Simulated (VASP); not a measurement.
# PtS2 in VASP: notebook

PtS2 is run at these levels: PBE+D3(BJ); tasks: single point.

All numbers are computed with VASP 6.6.1; they aren't measurements. Logs are shortened: lines on timing, memory, paths and dates and some standing lists are left out, and cuts for length are marked.

## (1) The cell of the first run

The cell holds a slab with vacuum, 6 atoms: a = 3.542 Å, b = 3.542 Å, c = 22.467 Å, α = 90.00°, β = 90.00°, γ = 120.00°.

## (2) Single point, PBE+D3(BJ) (layers slid over each other, then relaxed in part)

Input file INCAR:

```
SYSTEM = PtS2
  ALGO = Normal
  DIPOL = 0.5 0.5 0.371
  EDIFF = 1E-6
  ENCUT = 400
  GGA = PE
  GGA_COMPAT = .FALSE.
  IDIPOL = 3
  ISIF = 2
  ISMEAR = 0
  IVDW = 12
  LASPH = .TRUE.
  LCHARG = .FALSE.
  LDIPOL = .TRUE.
  LREAL = .FALSE.
  LWAVE = .FALSE.
  NBANDS = 31
  NELM = 120
  NELMDL = -8
  PREC = Accurate
  SIGMA = 0.05
```

Input file KPOINTS:

```
k-points
0
G
  9 9 1
  0 0 0
```

Input file POSCAR:

```
PtS2
1.0
    3.5415277692      0.0000000000      0.0000000000
   -1.7707638846      3.0670530163      0.0000000000
    0.0000000000      0.0000000000     22.4670602589
S Pt
4 2
Direct
    0.6666666667      0.3333333333      0.2002932270
    0.3333333333      0.6666666667      0.3104857581
    0.5000000000      1.3333333333      0.4316322362
    0.1666666667      1.6666666667      0.5418240327
    0.0000000000      0.0000000000      0.2558254632
   -0.1666666667      1.0000000000      0.4862921736
```

Potentials or basis: VASP PAW PBE potentials, release 64 (S, Pt).

Command:

```bash
> cat potpaw_PBE.64/S/POTCAR potpaw_PBE.64/Pt/POTCAR > POTCAR
> mpirun -np 1 vasp_std > vasp.out
```

OUTCAR:

```text
SYSTEM = PtS2
   EDIFF = 1E-6
   ENCUT = 400
   GGA = PE
   ISIF = 2
   ISMEAR = 0
   IVDW = 12
   LASPH = .TRUE.
   LREAL = .FALSE.
   NELM = 120
   NELMDL = -8
   PREC = Accurate
 IVDW          = 12

 ion  position               nearest neighbor table
   1  0.667  0.333  0.200-   5 2.40   5 2.40   5 2.40
   2  0.333  0.667  0.310-   5 2.39   5 2.39   5 2.39
   3  0.500  0.333  0.432-   6 2.39   6 2.39   6 2.39
   4  0.167  0.667  0.542-   6 2.40   6 2.40   6 2.40
   5  0.000  0.000  0.256-   2 2.39   2 2.39   2 2.39   1 2.40   1 2.40   1 2.40
   6  0.833  0.000  0.486-   3 2.39   3 2.39   3 2.39   4 2.40   4 2.40   4 2.40

  LATTYP: Found a hexagonal cell.
 ALAT       =     3.5415277692
 C/A-ratio  =     6.3438893390

  Lattice vectors:

 A1 = (   3.5415277692,   0.0000000000,   0.0000000000)
 A2 = (  -1.7707638846,   3.0670530163,   0.0000000000)
 A3 = (   0.0000000000,   0.0000000000,  22.4670602589)

Analysis of symmetry for initial positions (statically):
=====================================================================
 Subroutine PRICEL returns:
 Original cell was already a primitive cell.

 Routine SETGRP: Setting up the symmetry group for a
 hexagonal supercell.

 Subroutine GETGRP returns: Found  2 space group operations
 (whereof  1 operations were pure point group operations)
 out of a pool of 24 trial point group operations.

The static configuration has the point symmetry C_1 .
 The point group associated with its full space group is S_2 .

Analysis of symmetry for dynamics (positions and initial velocities):
=====================================================================
 Subroutine PRICEL returns:
 Original cell was already a primitive cell.

 Routine SETGRP: Setting up the symmetry group for a
 hexagonal supercell.

 Subroutine GETGRP returns: Found  2 space group operations
 (whereof  1 operations were pure point group operations)
 out of a pool of 24 trial point group operations.

The dynamic configuration has the point symmetry C_1 .
 The point group associated with its full space group is S_2 .

 Subroutine INISYM returns: Found  2 space group operations
 (whereof  1 operations are pure point group operations),
 and found     1 'primitive' translations

----------------------------------------------------------------------------------------

                                     Primitive cell

  volume of cell :     244.0384

  direct lattice vectors                    reciprocal lattice vectors
     3.541527769  0.000000000  0.000000000     0.282364015  0.163022940  0.000000000
    -1.770763885  3.067053016  0.000000000     0.000000000  0.326045880  0.000000000
     0.000000000  0.000000000 22.467060259     0.000000000  0.000000000  0.044509606

  length of vectors
     3.541527769  3.541527769 22.467060259     0.326045880  0.326045880  0.044509606

  position of ions in fractional coordinates (direct lattice)
     0.666666667  0.333333333  0.200293227
     0.333333333  0.666666667  0.310485758
     0.500000000  0.333333333  0.431632236
     0.166666667  0.666666667  0.541824033
     0.000000000  0.000000000  0.255825463
     0.833333333  0.000000000  0.486292174

  ion indices of the primitive-cell ions
   primitive index   ion index
                 1           1
                 2           2
                 3           3
                 4           4
                 5           5
                 6           6

----------------------------------------------------------------------------------------

 KPOINTS: k-points

Automatic generation of k-mesh.
 Grid dimensions read from file:
 generate k-points for:    9    9    1

 Generating k-lattice:

  Cartesian coordinates                     Fractional coordinates (reciprocal lattice)
     0.031373779  0.018113660  0.000000000     0.111111111  0.000000000  0.000000000
     0.000000000  0.036227320  0.000000000     0.000000000  0.111111111  0.000000000
     0.000000000  0.000000000  0.044509606     0.000000000  0.000000000  1.000000000

  Length of vectors
     0.036227320  0.036227320  0.044509606

  Shift w.r.t. Gamma in fractional coordinates (k-lattice)
     0.000000000  0.000000000  0.000000000

 Subroutine IBZKPT returns following result:
 ===========================================

 Found     41 irreducible k-points:

 Following reciprocal coordinates:
            Coordinates               Weight
  0.000000  0.000000  0.000000      1.000000
  0.111111 -0.000000  0.000000      2.000000
  0.000000  0.111111  0.000000      2.000000
 -0.111111  0.111111  0.000000      2.000000
  0.222222 -0.000000  0.000000      2.000000
  0.000000  0.222222  0.000000      2.000000
[... 16 lines left out ...]
  0.333333  0.111111  0.000000      2.000000
 -0.111111  0.444444  0.000000      2.000000
 [... further k-points ...]
   k-points           NKPTS =     41   k-points in BZ     NKDIM =     41   number of bands    NBANDS=     31
   number of dos      NEDOS =    301   number of ions     NIONS =      6
   total plane-waves  NPLWV =  86400
   dimension x,y,z NGX =    24 NGY =   24 NGZ =  150
   dimension x,y,z NGXF=    48 NGYF=   48 NGZF=  300
   ions per type =               4   2
   NGX,Y,Z   is equivalent  to a cutoff of  11.27, 11.27, 11.10 a.u.
   NGXF,Y,Z  is equivalent  to a cutoff of  22.53, 22.53, 22.20 a.u.
 SYSTEM =  PtS2
   PREC   = accura    normal or accurate (medium, high low for compatibility)
   ISTART =      0    job   : 0-new  1-cont  2-samecut
   ICHARG =      2    charge: 1-file 2-atom 10-const
   ISPIN  =      1    spin polarized calculation?
   LNONCOLLINEAR =      F non collinear calculations
   LSORBIT =      F    spin-orbit coupling
   LASPH  =      T    aspherical Exc in radial PAW
   ENCUT  =  400.0 eV  29.40 Ry    5.42 a.u.   5.78  5.78 36.64*2*pi/ulx,y,z
   NELM   =    120;   NELMIN=  2; NELMDL= -8     # of ELM steps
   EDIFF  = 0.1E-05   stopping-criterion for ELM
   LREAL  =      F    real-space projection
   EDIFFG = 0.1E-04   stopping-criterion for IOM
   NSW    =      0    number of steps for IOM
   IBRION =     -1    ionic relax: 0-MD 1-quasi-New 2-CG
   NFREE  =      0    steps in history (QN), initial steepest desc. (CG)
   ISIF   =      2    stress and relaxation
   ISYM   =      2    0-nonsym 1-usesym 2-fastsym
   POTIM  = 0.5000    time-step for ionic-motion
   TEBEG  =    0.0;   TEEND  =   0.0 temperature during run
   PSTRESS=    0.0 pullay stress
   NELECT =      44.0000    total number of electrons
   NUPDOWN=      -1.0000    fix difference up-down
   EMIN   =  10.00;   EMAX   =-10.00  energy-range for DOS
   EFERMI =   0.00;   METHOD = LEGACY
   ISMEAR =     0;   SIGMA  =   0.05  broadening in eV -4-tet -1-fermi 0-gaus
   EFERMI_NEDOS =   21; number of points for ismear=-14 and -15
   IALGO  =     38    algorithm
   IMIX   =      4    mixing-type and parameters
     AMIX     =   0.40;   BMIX     =  1.00
     AMIX_MAG =   1.60;   BMIX_MAG =  1.00
  volume/ion in A,a.u.               =      40.67       274.48
  Fermi-wavevector in a.u.,A,eV,Ry     =   0.924854  1.747720 11.637800  0.855354
  Thomas-Fermi vector in A             =   2.050645
   LORBIT       =      0    0 simple, 1 ext, 2 COOP (PROOUT), +10 PAW based schemes
   GGA     = PE    functional components
   LHFCALC =     F    Hartree Fock is set to
   AEXX    =    0.0000 exact exchange contribution
   IVDW    =    12    specifies the selected vdW correction
   LEPSILON=     F    determine dielectric tensor
   LRPA    =     F    only Hartree local field effects (RPA)
 non-spin polarized calculation
 Gauss-broadening in eV      SIGMA  =   0.05
  energy-cutoff  :      400.00
  volume of cell :      244.04
 maximum number of plane-waves:      4458
   NGX = 11   NGY = 11   NGZ = 73

 number of electron      43.9999985 magnetization

 dipolmoment           0.000000      0.000000     -0.000016 electrons x Angstroem

 Free energy of the ion-electron system (eV)
  ---------------------------------------------------
  ext. energy  EPLUGINS =         0.00000000
  ---------------------------------------------------
  free energy    TOTEN  =       -30.81005580 eV

  energy without entropy =      -30.81005580  energy(sigma->0) =      -30.81005580

 E-fermi :   0.0532     XC(G=0):  -5.3630

 val. band max:       -0.2077793570   @ k =  -0.1111   0.1111   0.0000
 cond. band min:       0.7939391774   @ k =   0.2222  -0.0000   0.0000
 fundamental gap:      1.0017185345
 Fermi energy:         0.0531591283

 k-point     1 :       0.0000    0.0000    0.0000
  band No.  band energies     occupation
      1     -15.0421      2.00000
      2     -14.8545      2.00000
      3     -12.9021      2.00000
      4     -12.5464      2.00000
      5      -6.5277      2.00000
      6      -6.4350      2.00000
[... 23 lines left out ...]
     30       5.3273      0.00000
     31       5.6024      0.00000

 k-point     2 :       0.1111   -0.0000    0.0000
  band No.  band energies     occupation
      1     -14.8889      2.00000
      2     -14.6995      2.00000
      3     -12.9201      2.00000
      4     -12.5914      2.00000
      5      -6.5515      2.00000
      6      -6.3956      2.00000
[... 23 lines left out ...]
     30       5.9483      0.00000
     31       6.0375      0.00000

 k-point     3 :       0.0000    0.1111    0.0000
  band No.  band energies     occupation
      1     -14.8879      2.00000
      2     -14.7002      2.00000
      3     -12.9178      2.00000
      4     -12.5937      2.00000
      5      -6.5542      2.00000
      6      -6.4022      2.00000
[... 23 lines left out ...]
     30       5.9300      0.00000
     31       5.9940      0.00000

 k-point     4 :      -0.1111    0.1111    0.0000
  band No.  band energies     occupation
      1     -14.8875      2.00000
      2     -14.7005      2.00000
      3     -12.9164      2.00000
      4     -12.5949      2.00000
      5      -6.5523      2.00000
      6      -6.4022      2.00000
[... 23 lines left out ...]
     30       5.9039      0.00000
     31       5.9821      0.00000

 k-point     5 :       0.2222   -0.0000    0.0000
  band No.  band energies     occupation
      1     -14.4648      2.00000
      2     -14.2706      2.00000
      3     -12.9672      2.00000
      4     -12.7038      2.00000
      5      -6.5402      2.00000
      6      -6.2672      2.00000
[... 23 lines left out ...]
     30       6.0115      0.00000
     31       6.7098      0.00000
[... 542 lines left out ...]
     30       6.3605      0.00000
     31       7.1821      0.00000

 k-point    22 :       0.3333   -0.1111    0.0000
  band No.  band energies     occupation
      1     -14.0934      2.00000
      2     -13.9002      2.00000
      3     -12.9970      2.00000
      4     -12.7929      2.00000
      5      -6.4535      2.00000
      6      -6.1767      2.00000
[... 23 lines left out ...]
     30       6.4100      0.00000
     31       7.2044      0.00000

 k-point    23 :       0.3333    0.1111    0.0000
  band No.  band energies     occupation
      1     -13.5843      2.00000
      2     -13.3782      2.00000
      3     -13.0151      2.00000
      4     -12.8710      2.00000
      5      -6.8125      2.00000
      6      -6.7522      2.00000
[... 23 lines left out ...]
     30       7.0439      0.00000
     31       7.3491      0.00000

 k-point    24 :      -0.1111    0.4444    0.0000
  band No.  band energies     occupation
      1     -13.5452      2.00000
      2     -13.4028      2.00000
      3     -12.9988      2.00000
      4     -12.9003      2.00000
      5      -6.8691      2.00000
      6      -6.7010      2.00000
[... 23 lines left out ...]
     30       7.0407      0.00000
     31       7.2924      0.00000

 [... further k-points ...]

------------------------ aborting loop because EDIFF is reached ----------------------------------------

 vacuum level on the upper side and lower side of the slab       (xc-potential included)        -0.277        -0.277

 Edisp (eV)   -2.04367

 E8    (eV) :    -0.8480

  FORCE on cell =-STRESS in cart. coord.  units (eV):
  Direction    XX          YY          ZZ          XY          YZ          ZX
  --------------------------------------------------------------------------------------
  -------------------------------------------------------------------------------------
  Total       0.07865     0.01160    -0.24911    -0.29037    -0.22741     0.46322
  in kB       0.51636     0.07617    -1.63550    -1.90633    -1.49298     3.04119
  external pressure =       -0.35 kB  Pullay stress =        0.00 kB

 VOLUME and BASIS-vectors are now :
 -----------------------------------------------------------------------------
  energy-cutoff  :      400.00
  volume of cell :      244.04
      direct lattice vectors                 reciprocal lattice vectors
     3.541527769  0.000000000  0.000000000     0.282364015  0.163022940  0.000000000
    -1.770763885  3.067053016  0.000000000     0.000000000  0.326045880  0.000000000
     0.000000000  0.000000000 22.467060259     0.000000000  0.000000000  0.044509606

 POSITION                                       TOTAL-FORCE (eV/Angst)
 -----------------------------------------------------------------------------------
      1.77076      1.02235      4.50000        -0.064885      0.024000      0.040159
     -0.00000      2.04470      6.97570        -0.164694      0.058884     -0.039866
      1.18051      1.02235      9.69751         0.164694     -0.058884      0.039866
     -0.59025      2.04470     12.17319         0.064885     -0.024000     -0.040159
      0.00000      0.00000      5.74765         0.093376     -0.022626     -0.003656
      2.95127      0.00000     10.92556        -0.093376      0.022626      0.003656
 -----------------------------------------------------------------------------------
    total drift:                                0.000025     -0.000011     -0.000234

  FREE ENERGIE OF THE ION-ELECTRON SYSTEM (eV)
  ---------------------------------------------------
  free  energy   TOTEN  =       -32.8537212236 eV

  energy  without entropy=      -32.8537212236  energy(sigma->0) =      -32.85372122

 vacuum level on the upper side and lower side of the slab         5.254         5.253
```

Run time: 3.7 min. Hardware: 1 thread of Intel Xeon Platinum 8488C (Sapphire Rapids), shared host; peak memory 0.38 GiB.

What came out:

```yaml
Free_energy: -32.8537 eV
Largest_force: 0.179 eV/Å
Band_gap_on_the_k_mesh: 1.00 eV (least direct gap 1.22 eV)
Dispersion_energy_per_atom: -0.341 eV
```

Forces on the atoms (eV/Å):
```
S   -0.065  0.024  0.040
S   -0.165  0.059 -0.040
S    0.165 -0.059  0.040
S    0.065 -0.024 -0.040
Pt   0.093 -0.023 -0.004
Pt  -0.093  0.023  0.004
```

Caveat: the cell differs from its parent crystal (layers slid over each other, then relaxed in part); spin-orbit coupling is left out, which moves the levels of the heavy elements.

(Continued in part 2 of 2.)
